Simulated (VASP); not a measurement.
Write the native input for VASP 6.6.1 that does the following.

```yaml
Task: single point
Functional: PBEsol
Potentials_or_basis: VASP PAW PBE potentials, release 64 (Os)
Cutoff: 520 eV
k_mesh: 18 × 18 × 10
Occupations: gaussian, width 0.05 eV
Spin: no spin polarisation
Dipole_correction: no
Further_INCAR_settings: ALGO = Normal; EDIFF = 1e-07; NBANDS = 15
```

The structure of Os lies in POSCAR:

```
Os
1.0
    2.7341000000      0.0000000000      0.0000000000
   -1.3670500000      2.3678000600      0.0000000000
    0.0000000000      0.0000000000      4.3197000000
Os
2
Direct
    0.3333333326      0.6666666653      0.2500000000
    0.6666666674      0.3333333347      0.7500000000
```

The input as run:

INCAR

```
SYSTEM = Os
  ALGO = Normal
  EDIFF = 1E-7
  ENCUT = 520
  GGA = PS
  ISIF = 2
  ISMEAR = 0
  LASPH = .True.
  LCHARG = .True.
  LELF = .True.
  LREAL = .False.
  LVHAR = .True.
  LWAVE = .False.
  NBANDS = 15
  NELM = 80
  PREC = Accurate
  SIGMA = 0.05
```

KPOINTS

```
k-points
0
Gamma
  18 18 10
  0 0 0
```

Potentials or basis: VASP PAW PBE potentials, release 64 (Os).

The run is started by

```console
$ cat potpaw_PBE.64/Os/POTCAR > POTCAR
$ mpirun -np 1 vasp_std > vasp.out
```

It gave:

* Pressure: -2.4 GPa
* Band gap on the k mesh: zero (band 8 reaches 11.36 eV, above the bottom of band 9 at 7.41 eV)

Caveat: the PAW data sets were made with another functional, which shifts forces and pressure a little; spin-orbit coupling is left out, which moves the levels of the heavy elements.

It took 60 s on 1 thread of Intel(R) Xeon(R) Platinum 8488C (Sapphire Rapids), with other jobs on the host, peak memory 0.2 GiB.
